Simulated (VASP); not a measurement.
Wanted: the native input for a VASP 6.6.1 run.

| Quantity | Value |
| --- | --- |
| Task | single point |
| Functional | B3LYP |
| Potentials or basis | VASP PAW PBE potentials, release 64 (Sn_d) |
| Cutoff | 520 eV |
| k mesh | 5 × 5 × 5 |
| Occupations | fermi-dirac, width 0.05 eV |
| Spin | no spin polarisation |
| Dipole correction | no |
| Grid for exact exchange (PRECFOCK) | Normal |
| Further INCAR settings | ALGO = Normal; EDIFF = 1e-07; NBANDS = 13 |

Crystal: Sn.

```
Sn
1.0
    -2.02919    2.02919    1.66076
     2.02919   -2.02919    1.66076
     2.02919    2.02919   -1.66076
Sn
1
Direct
  0.00000 0.00000 0.00000
```

One way to write it, as run:

POSCAR

```
Sn
1.0
   -2.0291894110      2.0291894110      1.6607599896
    2.0291894110     -2.0291894110      1.6607599896
    2.0291894110      2.0291894110     -1.6607599896
Sn
1
Direct
    0.0000000000      0.0000000000      0.0000000000
```

INCAR.step1

```
PREC = Accurate ; ENCUT = 520
EDIFF = 1E-5 ; ISMEAR = -1
SIGMA = 0.05 ; LREAL = F
LASPH = T ; NELM = 100
ALGO = Normal ; ISIF = 2
LWAVE = T ; LCHARG = F
NBANDS = 13 ; GGA = PE
```

INCAR.step2

```
PREC = Accurate ; ENCUT = 520
EDIFF = 1E-7 ; ISMEAR = -1
SIGMA = 0.05 ; LREAL = F
LASPH = T ; NELM = 100
ALGO = Normal ; ISIF = 2
LWAVE = F ; LCHARG = F
GGA = B3 ; LHFCALC = T
AEXX = 0.2 ; AGGAX = 0.72
AGGAC = 0.81 ; ALDAC = 0.19
PRECFOCK = Normal ; NBANDS = 13
ISTART = 1
```

KPOINTS

```
Automatic mesh
0
Gamma
  5 5 5
```

Potentials or basis: VASP PAW PBE potentials, release 64 (Sn_d).

Command:

```console
$ cat potpaw_PBE.64/Sn_d/POTCAR > POTCAR
$ cp INCAR.step1 INCAR
$ mpirun -np 1 vasp_std > vasp.out
$ cp INCAR.step2 INCAR
$ mpirun -np 1 vasp_std > vasp.out
```

Results of the run:

The pressure is 5.8 GPa and the band gap on the k mesh is zero (band 7 reaches 15.75 eV, above the bottom of band 8 at 6.91 eV).

Caveat: the k points lie up to 0.49 Å⁻¹ apart; the PAW data sets were made with another functional, which shifts forces and pressure a little; spin-orbit coupling is left out, which moves the levels of the heavy elements.

Run time: 7.2 min on 1 thread of Intel(R) Xeon(R) 6975P-C (Granite Rapids), with other jobs on the host, peak memory 0.17 GiB.
